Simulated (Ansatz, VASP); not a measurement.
**Two plane-wave programs on Ti**

Contents of POSCAR:

```
Ti
1.0
   -1.6656150000      1.6410000000      1.6410000000
    1.6656150000     -1.6410000000      1.6410000000
    1.6656150000      1.6410000000     -1.6410000000
Ti
1
Direct
    0.0000000000      0.0000000000      0.0000000000
```

The input INCAR.step1:

```
SYSTEM = Ti
PREC = Accurate ; ENCUT = 520
ISMEAR = 0 ; SIGMA = 0.15
LREAL = .FALSE. ; LASPH = .TRUE.
NELM = 60 ; NBANDS = 12
GGA = PE ; ALGO = Normal
EDIFF = 1E-4 ; LWAVE = .TRUE.
LCHARG = .FALSE.
```

INCAR.step2

```
SYSTEM = Ti
PREC = Accurate ; ENCUT = 520
EDIFF = 1E-6 ; ISMEAR = 0
SIGMA = 0.15 ; LREAL = .FALSE.
LASPH = .TRUE. ; NELM = 60
ALGO = Normal ; ISIF = 2
LWAVE = .FALSE. ; LCHARG = .TRUE.
METAGGA = R2SCAN ; LMIXTAU = .TRUE.
LELF = .TRUE. ; LVHAR = .TRUE.
NBANDS = 12 ; ISTART = 1
```

Contents of KPOINTS:

```
Automatic mesh
0
G
  20 20 20
  0 0 0
```

Input for Ansatz:

```yaml
crystal:
  lattice:
    - [-1.665615, 1.641, 1.641]
    - [1.665615, -1.641, 1.641]
    - [1.665615, 1.641, -1.641]
  atoms:
    - { symbol: Ti, position: [0.0, 0.0, 0.0] }
basis:
  ecutwfc: 500
kpoints:
  mp_grid: { grid: [20, 20, 20] }
hamiltonian:
  xc: r2scan
scf:
  occupations: { method: gaussian, width: 0.15 }
output:
  forces: true
  stress: true
  eigenvalues: true
```

Change from the starting cell: strain +0.0150 x Voigt [1, 0, 0, 0, 0, 0], atoms carried along.

Alike in both runs: task single point; functional r2SCAN; k mesh 20 × 20 × 20; occupations gaussian, width 0.15 eV; no spin polarisation.

```csv
,VASP,Ansatz
version,VASP 6.6.1,Ansatz 0.2.0
potentials or method,"VASP PAW PBE potentials, release 64 (Ti_sv), cutoff 520 eV","scalar-relativistic, plane waves, PAW"
valence electrons in the cell,12,12
```

```tsv
	VASP	Ansatz	Ansatz less VASP
gap on the k mesh at the Fermi level (eV)	none	none	-
pressure (GPa)	-4.0	-4.3	-0.25
traceless stress, the component that is largest in VASP (GPa)	0.39	0.39	-0.004
```

VASP's potentials were made for PBE, not for r2SCAN. A gap of «none» marks a metal or a gap that the smearing closes. The functional is the same, so the differences come from potentials, cutoffs and numerics.
